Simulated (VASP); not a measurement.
Input of a VASP 6.6.1 run:

INCAR

```
  PREC = Accurate
  ENCUT = 600
  EDIFF = 1E-7
  ISMEAR = 0
  SIGMA = 0.1
  LREAL = F
  LASPH = T
  NELM = 150
  ALGO = Normal
  ISIF = 3
  LWAVE = F
  LCHARG = F
  ISPIN = 2
  MAGMOM = 4 4 3 3 3 3
  LORBIT = 11
  LMAXMIX = 4
  GGA = PE
  IBRION = 2
  NSW = 90
  EDIFFG = -0.04
```

File KPOINTS:

```
regular mesh
0
Gamma
  6 6 2
```

Contents of POSCAR:

```
FeCo2
1.0
    2.4825423700      0.0000000000      0.0000000000
   -1.2412711900      2.1499447600      0.0000000000
    0.0000000000      0.0000000000     12.0867108400
Fe Co
2 4
Direct
    0.3333333300      0.6666666700      0.8333333300
    0.3333333300      0.6666666700      0.1666666700
    0.3333333300      0.6666666700      0.5000000000
    0.6666666700      0.3333333300      0.0000000000
    0.6666666700      0.3333333300      0.3333333300
    0.6666666700      0.3333333300      0.6666666700
```

Potentials or basis: VASP PAW PBE potentials, release 64 (Fe, Co).

Run with:

```console
$ cat potpaw_PBE.64/Fe/POTCAR potpaw_PBE.64/Co/POTCAR > POTCAR
$ mpirun -np 1 vasp_std > vasp.out
```

**Question.** Predict the site moments.

**Answer.** Fe +2.45; Co +1.59, +1.66, +1.60 (each value once) μB.

**Question.** Estimate the net moment.

**Answer.** 11.30 μB per cell.

Forces in eV/Å, atoms in the order of the input:
```
Fe   0.000  0.000  0.026
Fe   0.000  0.000 -0.026
Co   0.000  0.000  0.000
Co   0.000  0.000  0.000
Co   0.000  0.000 -0.016
Co   0.000  0.000  0.016
```

Caveat: the k points lie up to 0.48 Å⁻¹ apart in the final cell.
